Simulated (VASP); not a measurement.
CdInS2, 4 atoms in the cell. Symmetry: P-3m1, No. 164, trigonal system. The conventional cell has a = 3.961 Å, b = 3.961 Å, c = 5.810 Å, α = 90.00°, β = 90.00°, γ = 120.00°. Cd (site symmetry -3m) has 6 S at 2.69 Å and 2 In at 2.91 Å within 3.5 Å. In (site symmetry -3m) has 6 S at 2.73 Å and 2 Cd at 2.91 Å within 3.6 Å. Within 3.8 Å of S (site symmetry 3m) lie 3 Cd at 2.69 Å and 3 In at 2.73 Å and 6 S at 3.63 to 3.77 Å. 

```yaml
Program: VASP 6.6.1
Task: single point
Functional: PBE
Potentials_or_basis: VASP PAW PBE potentials, release 64 (Cd, In_d, S)
Cutoff: 520 eV
k_mesh: 15 × 15 × 8
Occupations: gaussian, width 0.15 eV
Spin: no spin polarisation
Dipole_correction: no
Further_INCAR_settings: ALGO = Normal; EDIFF = 1e-06; NBANDS = 26
```

Potentials or basis: VASP PAW PBE potentials, release 64 (Cd, In_d, S).

Command:

```bash
$ cat potpaw_PBE.64/Cd/POTCAR potpaw_PBE.64/In_d/POTCAR potpaw_PBE.64/S/POTCAR > POTCAR
$ mpirun -np 1 vasp_std > vasp.out
```

Hardware: 1 thread of Intel Xeon 8259CL, with other jobs on the host.

Q: Estimate the wall time of this run.

A: It took 11 min on 1 thread of Intel Xeon 8259CL, on a shared host, peak memory 0.5 GiB. Counts: scf iterations 14, k points 192.
